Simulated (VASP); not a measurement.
Set up this calculation in VASP 6.6.1, as the native input.

| Quantity | Value |
| --- | --- |
| Task | single point |
| Functional | PBEsol |
| Potentials or basis | VASP PAW PBE potentials, release 64 (Ti_sv) |
| Cutoff | 520 eV |
| k mesh | 20 × 20 × 20 |
| Occupations | gaussian, width 0.15 eV |
| Spin | no spin polarisation |
| Dipole correction | no |
| Further INCAR settings | ALGO = Fast; EDIFF = 1e-07; NBANDS = 12 |

The structure of Ti lies in POSCAR:

```
Ti
1.0
    0.0000000000      2.0300000000      2.0503000000
    2.0300000000      0.0000000000      2.0503000000
    2.0300000000      2.0300000000      0.0000000000
Ti
1
Direct
    0.0000000000      0.0000000000      0.0000000000
```

This cell differs from its parent crystal: strain +0.0100 x Voigt [0, 0, 1, 0, 0, 0].

The input as run:

INCAR

```
PREC = Accurate ; ENCUT = 520
EDIFF = 1E-7 ; ISMEAR = 0
SIGMA = 0.15 ; LREAL = False
LASPH = True ; NELM = 100
ALGO = Fast ; ISIF = 2
LWAVE = False ; LCHARG = False
GGA = PS ; NBANDS = 12
```

KPOINTS

```
regular mesh
0
Gamma
  20 20 20
```

Potentials or basis: VASP PAW PBE potentials, release 64 (Ti_sv).

Run with:

```sh
$ cat potpaw_PBE.64/Ti_sv/POTCAR > POTCAR
$ mpirun -np 1 vasp_std > vasp.out
```

Results of the run:

The pressure is -1.7 GPa and the band gap on the k mesh is zero (band 6 reaches 9.23 eV, above the bottom of band 7 at 7.97 eV).

Caveat: the cell differs from its parent crystal (strain +0.0100 x Voigt [0, 0, 1, 0, 0, 0]); the PAW data sets were made with another functional, which shifts forces and pressure a little.

Run time: 2.7 min on 1 thread of Intel Xeon 6975P-C, on a shared host, peak memory 0.25 GiB.
